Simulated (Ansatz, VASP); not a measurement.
## Two plane-wave programs on Pt

```xyz
2
Lattice="2.7740 0.0000 0.0000 -1.3870 2.4024 0.0000 0.0000 0.0000 4.5300" Properties=species:S:1:pos:R:3 pbc="T T T"
Pt    0.0000    1.6016    1.1325
Pt    1.3870    0.8008    3.3975
```

Alike in both runs: task relaxation of cell and atoms; functional RPBE; k mesh 13 × 13 × 7; occupations fermi-dirac, width 0.1 eV; no spin polarisation.

|  | VASP | Ansatz |
| --- | --- | --- |
| version | VASP 6.6.1 | Ansatz 0.2.0 |
| potentials or method | VASP PAW PBE potentials, release 64 (Pt), cutoff 600 eV | plane waves (420 eV) with PAW, scalar-relativistic |
| valence electrons in the cell | 20 | 36 |

```csv
,VASP,Ansatz,Ansatz less VASP
relaxed volume (Å³/atom),16.02,16.05,+0.031
relaxed cell length with the largest relative difference (Å),4.782,4.788,+0.0059
```

VASP's potentials were made for PBE, not for RPBE. VASP's potentials hold 20 valence electrons a cell and Ansatz's 36, so a difference there can come from the potentials and not from the codes.

Neither program's run includes spin-orbit coupling.
